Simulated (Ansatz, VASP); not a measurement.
# Ru: VASP beside Ansatz

Contents of INCAR:

```
SYSTEM = Ru
PREC     = Accurate       ! precision mode
ENCUT    = 520            ! plane-wave cutoff, eV
EDIFF    = 1E-6           ! SCF threshold, eV
ISMEAR   = -1             ! smearing method
SIGMA    = 0.3            ! smearing width, eV
LREAL    = .FALSE.        ! projectors in reciprocal space
LASPH    = .TRUE.         ! aspherical terms in the spheres
NELM     = 100            ! most SCF steps
ALGO     = Normal         ! electronic algorithm
ISIF     = 2              ! what is computed and relaxed
LWAVE    = .FALSE.        ! write WAVECAR
LCHARG   = .FALSE.        ! write CHGCAR
NBANDS   = 21             ! bands
```

KPOINTS

```
Automatic mesh
0
G
  13 13 8
  0 0 0
```

File POSCAR:

```
Ru
1.0
    2.6775346364      0.0000000000      0.0000000000
   -1.3387673182      2.3188130146      0.0000000000
    0.0000000000      0.0000000000      4.2181251212
Ru
2
Direct
    0.3333333333      0.6666666667      0.2500000000
    0.6666666667      0.3333333333      0.7500000000
```

Input for Ansatz:

```yaml
crystal:
  lattice:
    - [2.6775346364, 0.0, 0.0]
    - [-1.3387673182, 2.3188130146, 0.0]
    - [0.0, 0.0, 4.2181251212]
  atoms:
    - { symbol: Ru, position: [0.3333333333, 0.6666666667, 0.25] }
    - { symbol: Ru, position: [0.6666666667, 0.3333333333, 0.75] }
hamiltonian:
  xc: lda
  pseudopotentials:
    kind: paw
    azcp:
      Ru: "pseudopotentials/Ru.paw.azcp"
basis:
  ecutwfc: 420
  fft_grid_basis: typed
kpoints:
  mp_grid: { grid: [13, 13, 8], shift: [0, 0, 0] }
magnetization:
  spin_polarized: false
scf:
  occupations: { method: fermi_dirac, width: 0.3 }
  lower_state_search: "off"
output:
  stress: true
  write_density: true
  write_potential: true
  elf: true
  volumetric_format: npy
```

Alike in both runs: task single point; functional LDA; k mesh 13 × 13 × 8; occupations fermi-dirac, width 0.3 eV; no spin polarisation.

|  | VASP | Ansatz |
| --- | --- | --- |
| version | VASP 6.6.1 | Ansatz 0.2.0 |
| potentials or method | VASP PAW LDA potentials, release 64 (Ru_pv), cutoff 520 eV | plane waves (420 eV) with PAW, scalar-relativistic |
| valence electrons in the cell | 28 | 32 |

Ansatz gave:

* pressure (GPa): 2.3
* traceless stress, the component that is largest in VASP (GPa): 1.25

Estimate VASP's values.

pressure (GPa): 3.3; traceless stress, the component that is largest in VASP (GPa): 1.32.

Ansatz warns that its potentials were made for another functional, while VASP's fit it. LDA's correlation is that of Perdew and Zunger in VASP and of Perdew and Wang (1992) in Ansatz. VASP's potentials hold 28 valence electrons a cell and Ansatz's 32, so a difference there can come from the potentials and not from the codes.
